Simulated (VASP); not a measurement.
Input of a VASP 6.6.1 run:

INCAR

```
SYSTEM = Si
PREC = Accurate ; ENCUT = 520
EDIFF = 1E-6 ; ISMEAR = 0
SIGMA = 0.05 ; LREAL = .FALSE.
LASPH = .TRUE. ; NELM = 100
ALGO = Normal ; ISIF = 2
LWAVE = .FALSE. ; LCHARG = .FALSE.
GGA = PE ; NBANDS = 8
```

File KPOINTS:

```
Automatic mesh
0
G
  22 22 22
  0 0 0
```

POSCAR

```
Si
1.0
    0.0000000000      1.6662265392      1.6662265392
    1.6662265392      0.0000000000      1.6662265392
    1.6662265392      1.6662265392      0.0000000000
Si
1
Direct
    0.0000000000      0.0000000000      0.0000000000
```

Potentials or basis: VASP PAW PBE potentials, release 64 (Si).

Launch:

```bash
$ cat potpaw_PBE.64/Si/POTCAR > POTCAR
$ mpirun -np 1 vasp_std > vasp.out
```

Q: Predict the band gap on the k mesh.

A: Zero (band 2 reaches 31.06 eV, above the bottom of band 3 at 13.64 eV).

Q: What does it give for the pressure?

A: 97.5 GPa.
